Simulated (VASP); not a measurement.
# MgO in VASP: single point with r2SCAN

Aim: the single point of MgO with r2SCAN.

Program: VASP 6.6.1. These are calculated values, not measurements. Logs are shortened: lines on timing, memory, paths and dates and some standing lists are left out, and cuts for length are marked.

### 1 The cell of the first run

The typed cell holds 4 atoms: a = 3.289 Å, b = 3.289 Å, c = 5.033 Å, α = 90.00°, β = 90.00°, γ = 120.00°.

### 2 Single point, r2SCAN

POSCAR

```
MgO
1.0
    3.2887687316      0.0000768510      0.0000160751
   -1.6443178108      2.8481649873      0.0000199875
    0.0000245966      0.0000495151      5.0329175019
Mg O
2 2
Direct
    0.3333314632      0.6666701168      0.0048654676
    0.6666648539      0.3333260110      0.5048627790
    0.3333239661      0.6666731229      0.3997359105
    0.6666797169      0.3333307493      0.8997358429
```

INCAR.step1

```
ALGO = Normal
EDIFF = 1E-4
ENCUT = 520
GGA = PE
ISMEAR = 0
LASPH = T
LCHARG = F
LREAL = F
LWAVE = T
NBANDS = 16
NELM = 60
PREC = Accurate
SIGMA = 0.05
```

INCAR.step2

```
ALGO = Normal
EDIFF = 1E-7
ENCUT = 520
ISIF = 2
ISMEAR = 0
ISTART = 1
LASPH = T
LCHARG = F
LMIXTAU = T
LREAL = F
LWAVE = F
METAGGA = R2SCAN
NBANDS = 16
NELM = 60
PREC = Accurate
SIGMA = 0.05
```

KPOINTS

```
k-points
0
Gamma
  6 6 4
```

Potentials or basis: VASP PAW PBE potentials, release 64 (Mg, O).

The run is started by

```bash
$ cat potpaw_PBE.64/Mg/POTCAR potpaw_PBE.64/O/POTCAR > POTCAR
$ cp INCAR.step1 INCAR
$ mpirun -np 1 vasp_std > vasp.out
$ cp INCAR.step2 INCAR
$ mpirun -np 1 vasp_std > vasp.out
```

OUTCAR:

```text
EDIFF = 1E-7
   ENCUT = 520
   ISIF = 2
   ISMEAR = 0
   ISTART = 1
   LASPH = T
   LREAL = F
   METAGGA = R2SCAN
   NELM = 60
   PREC = Accurate

 ion  position               nearest neighbor table
   1  0.333  0.667  0.005-   4 1.97   4 1.97   4 1.97   3 1.99   2 3.15   2 3.15   2 3.15   2 3.15
                             2 3.15   2 3.15
   2  0.667  0.333  0.505-   3 1.97   3 1.97   3 1.97   4 1.99   1 3.15   1 3.15   1 3.15   1 3.15
                             1 3.15   1 3.15
   3  0.333  0.667  0.400-   2 1.97   2 1.97   2 1.97   1 1.99
   4  0.667  0.333  0.900-   1 1.97   1 1.97   1 1.97   2 1.99

  LATTYP: Found a base centered orthorhombic cell.
 ALAT       =     3.2888752487
 B/A-ratio  =     1.7319666762
 C/A-ratio  =     1.5302853169

  Lattice vectors:

 A1 = (   3.2887687316,   0.0000768510,   0.0000160751)
 A2 = (  -1.6443178108,   2.8481649873,   0.0000199875)
 A3 = (   0.0000245966,   0.0000495151,   5.0329175019)

Analysis of symmetry for initial positions (statically):
=====================================================================
 Subroutine PRICEL returns:
 Original cell was already a primitive cell.

 Routine SETGRP: Setting up the symmetry group for a
 base centered orthorhombic supercell.

 Subroutine GETGRP returns: Found  2 space group operations
 (whereof  1 operations were pure point group operations)
 out of a pool of  8 trial point group operations.

The static configuration has the point symmetry C_1 .
 The point group associated with its full space group is C_2 .

Analysis of symmetry for dynamics (positions and initial velocities):
=====================================================================
 Subroutine PRICEL returns:
 Original cell was already a primitive cell.

 Routine SETGRP: Setting up the symmetry group for a
 base centered orthorhombic supercell.

 Subroutine GETGRP returns: Found  2 space group operations
 (whereof  1 operations were pure point group operations)
 out of a pool of  8 trial point group operations.

The dynamic configuration has the point symmetry C_1 .
 The point group associated with its full space group is C_2 .

 Subroutine INISYM returns: Found  2 space group operations
 (whereof  1 operations are pure point group operations),
 and found     1 'primitive' translations

----------------------------------------------------------------------------------------

                                     Primitive cell

  volume of cell :      47.1438

  direct lattice vectors                    reciprocal lattice vectors
     3.288768732  0.000076851  0.000016075     0.304061061  0.175542154 -0.000003213
    -1.644317811  2.848164987  0.000019988    -0.000008204  0.351098519 -0.000003454
     0.000024597  0.000049515  5.032917502    -0.000000971 -0.000001955  0.198691912

  length of vectors
     3.288768733  3.288742139  5.032917502     0.351095680  0.351098519  0.198691912

  position of ions in fractional coordinates (direct lattice)
     0.333331463  0.666670117  0.004865468
     0.666664854  0.333326011  0.504862779
     0.333323966  0.666673123  0.399735910
     0.666679717  0.333330749  0.899735843

  ion indices of the primitive-cell ions
   primitive index   ion index
                 1           1
                 2           2
                 3           3
                 4           4

----------------------------------------------------------------------------------------

 KPOINTS: k-points

Automatic generation of k-mesh.
 Grid dimensions read from file:
 generate k-points for:    6    6    4

 Generating k-lattice:

  Cartesian coordinates                     Fractional coordinates (reciprocal lattice)
     0.050676843  0.029257026 -0.000000536     0.166666667  0.000000000  0.000000000
    -0.000001367  0.058516420 -0.000000576     0.000000000  0.166666667  0.000000000
    -0.000000243 -0.000000489  0.049672978     0.000000000  0.000000000  0.250000000

  Length of vectors
     0.058515947  0.058516420  0.049672978

  Shift w.r.t. Gamma in fractional coordinates (k-lattice)
     0.000000000  0.000000000  0.000000000

 Subroutine IBZKPT returns following result:
 ===========================================

 Found     60 irreducible k-points:

 Following reciprocal coordinates:
            Coordinates               Weight
  0.000000  0.000000  0.000000      1.000000
  0.166667  0.000000  0.000000      2.000000
  0.333333 -0.000000  0.000000      2.000000
  0.500000  0.000000  0.000000      1.000000
 -0.000000  0.166667  0.000000      2.000000
  0.166667  0.166667  0.000000      2.000000
[... 16 lines left out ...]
  0.333333 -0.000000  0.250000      4.000000
  0.500000  0.000000  0.250000      2.000000
 [... further k-points ...]
   k-points           NKPTS =     60   k-points in BZ     NKDIM =     60   number of bands    NBANDS=     16
   number of dos      NEDOS =    301   number of ions     NIONS =      4
   total plane-waves  NPLWV =  23040
   dimension x,y,z NGX =    24 NGY =   24 NGZ =   40
   dimension x,y,z NGXF=    48 NGYF=   48 NGZF=   80
   ions per type =               2   2
   NGX,Y,Z   is equivalent  to a cutoff of  12.13, 12.13, 13.21 a.u.
   NGXF,Y,Z  is equivalent  to a cutoff of  24.26, 24.26, 26.43 a.u.
 SYSTEM =  unknown system
   PREC   = accura    normal or accurate (medium, high low for compatibility)
   ISTART =      1    job   : 0-new  1-cont  2-samecut
   ICHARG =      0    charge: 1-file 2-atom 10-const
   ISPIN  =      1    spin polarized calculation?
   LNONCOLLINEAR =      F non collinear calculations
   LSORBIT =      F    spin-orbit coupling
   LASPH  =      T    aspherical Exc in radial PAW
   ENCUT  =  520.0 eV  38.22 Ry    6.18 a.u.   6.11  6.11  9.36*2*pi/ulx,y,z
   NELM   =     60;   NELMIN=  2; NELMDL=  0     # of ELM steps
   EDIFF  = 0.1E-06   stopping-criterion for ELM
   LREAL  =      F    real-space projection
   EDIFFG = 0.1E-05   stopping-criterion for IOM
   NSW    =      0    number of steps for IOM
   IBRION =     -1    ionic relax: 0-MD 1-quasi-New 2-CG
   NFREE  =      0    steps in history (QN), initial steepest desc. (CG)
   ISIF   =      2    stress and relaxation
   ISYM   =      2    0-nonsym 1-usesym 2-fastsym
   POTIM  = 0.5000    time-step for ionic-motion
   TEBEG  =    0.0;   TEEND  =   0.0 temperature during run
   PSTRESS=    0.0 pullay stress
   NELECT =      16.0000    total number of electrons
   NUPDOWN=      -1.0000    fix difference up-down
   EMIN   =  10.00;   EMAX   =-10.00  energy-range for DOS
   EFERMI =   0.00;   METHOD = LEGACY
   ISMEAR =     0;   SIGMA  =   0.05  broadening in eV -4-tet -1-fermi 0-gaus
   EFERMI_NEDOS =   21; number of points for ismear=-14 and -15
   IALGO  =     38    algorithm
   IMIX   =      4    mixing-type and parameters
     AMIX     =   0.40;   BMIX     =  1.00
     AMIX_MAG =   1.60;   BMIX_MAG =  1.00
  volume/ion in A,a.u.               =      11.79        79.54
  Fermi-wavevector in a.u.,A,eV,Ry     =   1.141932  2.157938 17.742104  1.304008
  Thomas-Fermi vector in A             =   2.278631
   LORBIT       =      0    0 simple, 1 ext, 2 COOP (PROOUT), +10 PAW based schemes
   METAGGA = R2SCAN    functional components
   LHFCALC =     F    Hartree Fock is set to
   AEXX    =    0.0000 exact exchange contribution
   IVDW    =     0    specifies the selected vdW correction
   LEPSILON=     F    determine dielectric tensor
   LRPA    =     F    only Hartree local field effects (RPA)
 non-spin polarized calculation
 Gauss-broadening in eV      SIGMA  =   0.05
  energy-cutoff  :      520.00
  volume of cell :       47.14
 maximum number of plane-waves:      1284
   NGX = 13   NGY = 13   NGZ = 19

 number of electron      16.0000008 magnetization

 Free energy of the ion-electron system (eV)
  ---------------------------------------------------
  ext. energy  EPLUGINS =         0.00000000
  ---------------------------------------------------
  free energy    TOTEN  =       -31.85532707 eV

  energy without entropy =      -31.85532707  energy(sigma->0) =      -31.85532707

 E-fermi :   0.9381     XC(G=0): -10.2036

 val. band max:        0.6763094266   @ k =   0.0000   0.0000   0.0000
 cond. band min:       4.8815157072   @ k =   0.0000   0.0000   0.0000
 fundamental gap:      4.2052062806
 Fermi energy:         0.9381463052

 k-point     1 :       0.0000    0.0000    0.0000
  band No.  band energies     occupation
      1     -16.4791      2.00000
      2     -15.7172      2.00000
      3      -2.5696      2.00000
      4      -0.0173      2.00000
      5      -0.0170      2.00000
      6       0.2972      2.00000
[... 8 lines left out ...]
     15      18.4063      0.00000
     16      18.4067      0.00000

 k-point     2 :       0.1667    0.0000    0.0000
  band No.  band energies     occupation
      1     -16.3481      2.00000
      2     -15.6728      2.00000
      3      -2.3025      2.00000
      4      -0.6881      2.00000
      5      -0.3368      2.00000
      6      -0.1818      2.00000
[... 8 lines left out ...]
     15      17.4457      0.00000
     16      17.7029      0.00000

 k-point     3 :       0.3333   -0.0000    0.0000
  band No.  band energies     occupation
      1     -16.0485      2.00000
      2     -15.6091      2.00000
      3      -1.8885      2.00000
      4      -1.6047      2.00000
      5      -1.1296      2.00000
      6      -0.4410      2.00000
[... 8 lines left out ...]
     15      16.3070      0.00000
     16      17.5415      0.00000

 k-point     4 :       0.5000    0.0000    0.0000
  band No.  band energies     occupation
      1     -15.8515      2.00000
      2     -15.6179      2.00000
      3      -2.3692      2.00000
      4      -1.4924      2.00000
      5      -1.0340      2.00000
      6      -0.5540      2.00000
[... 8 lines left out ...]
     15      16.0179      0.00000
     16      17.9296      0.00000
[... 324 lines left out ...]
 k-point    22 :       0.1667    0.0000    0.2500
  band No.  band energies     occupation
      1     -16.2534      2.00000
      2     -15.7762      2.00000
      3      -2.0842      2.00000
      4      -0.8278      2.00000
      5      -0.3745      2.00000
      6      -0.1154      2.00000
[... 8 lines left out ...]
     15      17.3201      0.00000
     16      17.3506      0.00000

 k-point    23 :       0.3333   -0.0000    0.2500
  band No.  band energies     occupation
      1     -15.9836      2.00000
      2     -15.6727      2.00000
      3      -2.1355      2.00000
      4      -1.6935      2.00000
      5      -0.7841      2.00000
      6      -0.3492      2.00000
[... 8 lines left out ...]
     15      16.3763      0.00000
     16      17.4096      0.00000

 k-point    24 :       0.5000    0.0000    0.2500
  band No.  band energies     occupation
      1     -15.8140      2.00000
      2     -15.6485      2.00000
      3      -2.4845      2.00000
      4      -1.9168      2.00000
      5      -0.6324      2.00000
      6      -0.4531      2.00000
[... 8 lines left out ...]
     15      16.0858      0.00000
     16      17.6790      0.00000

 [... further k-points ...]
[... 5 lines left out ...]
  --------------------------------------------------------------------------------------
  -------------------------------------------------------------------------------------
  Total       -0.1731194     -0.1730921     -0.1510688     -0.0004360     -0.0000032     -0.0000016
  in kB       -5.8834502     -5.8825235     -5.1340637     -0.0148167     -0.0001085     -0.0000540
  external PRESSURE =      -5.6333458 kB  Pullay stress =       0.0000000 kB

 VOLUME and BASIS-vectors are now :
 -----------------------------------------------------------------------------
  energy-cutoff  :      520.00
  volume of cell :       47.14
      direct lattice vectors                 reciprocal lattice vectors
     3.288768732  0.000076851  0.000016075     0.304061061  0.175542154 -0.000003213
    -1.644317811  2.848164987  0.000019988    -0.000008204  0.351098519 -0.000003454
     0.000024597  0.000049515  5.032917502    -0.000000971 -0.000001955  0.198691912

 POSITION                                       TOTAL-FORCE (eV/Angst)
 -----------------------------------------------------------------------------------
      0.00003      1.89881      0.02451         0.000103     -0.000155      0.002487
      1.64443      0.94944      2.54095        -0.000103      0.000155      0.002487
      0.00001      1.89884      2.01186         0.000177     -0.000140     -0.002487
      1.64448      0.94948      4.52831        -0.000177      0.000139     -0.002487
 -----------------------------------------------------------------------------------
    total drift:                               -0.005813     -0.022174     -0.017260

  FREE ENERGIE OF THE ION-ELECTRON SYSTEM (eV)
  ---------------------------------------------------
  free  energy   TOTEN  =       -31.8553270696 eV

  energy  without entropy=      -31.8553270696  energy(sigma->0) =      -31.85532707
```

Wall time 46 s (1 thread of Intel Xeon 6975P-C (Granite Rapids), shared host); peak memory 0.19 GiB.

Results:

| Quantity | Value |
| --- | --- |
| Free energy | -31.8553 eV |
| Pressure | -0.6 GPa |
| Band gap on the k mesh | 4.21 eV |

Forces on the atoms (eV/Å):
```
Mg   0.000  0.000  0.002
Mg   0.000  0.000  0.002
O    0.000  0.000 -0.002
O    0.000  0.000 -0.002
```

Levels at points of the mesh, in eV from the valence-band top:
| k point | band 5 | band 6 | band 7 | band 8 | band 9 | band 10 | band 11 | band 12 |
| --- | --- | --- | --- | --- | --- | --- | --- | --- |
| (0.00, 0.00, 0.00) | -0.69 | -0.38 | -0.38 | 0.00 | 4.21 | 9.43 | 11.17 | 15.23 |
| (0.50, 0.00, 0.00) | -1.71 | -1.23 | -0.79 | -0.47 | 8.59 | 8.84 | 10.13 | 11.74 |
| (0.00, 0.50, 0.00) | -1.71 | -1.23 | -0.79 | -0.47 | 8.59 | 8.84 | 10.13 | 11.74 |
| (0.50, 0.50, 0.00) | -1.71 | -1.23 | -0.79 | -0.47 | 8.59 | 8.84 | 10.13 | 11.74 |
| (0.00, 0.00, 0.50) | -0.54 | -0.54 | -0.54 | -0.54 | 6.72 | 6.72 | 14.18 | 14.18 |
| (0.50, 0.00, 0.50) | -0.87 | -0.87 | -0.70 | -0.70 | 8.15 | 8.15 | 11.80 | 11.80 |
| (0.00, 0.50, 0.50) | -0.87 | -0.87 | -0.70 | -0.70 | 8.15 | 8.15 | 11.80 | 11.80 |
| (0.50, 0.50, 0.50) | -0.87 | -0.87 | -0.70 | -0.70 | 8.15 | 8.15 | 11.80 | 11.80 |

Caveat: the PAW data sets were made with another functional, which shifts forces and pressure a little.
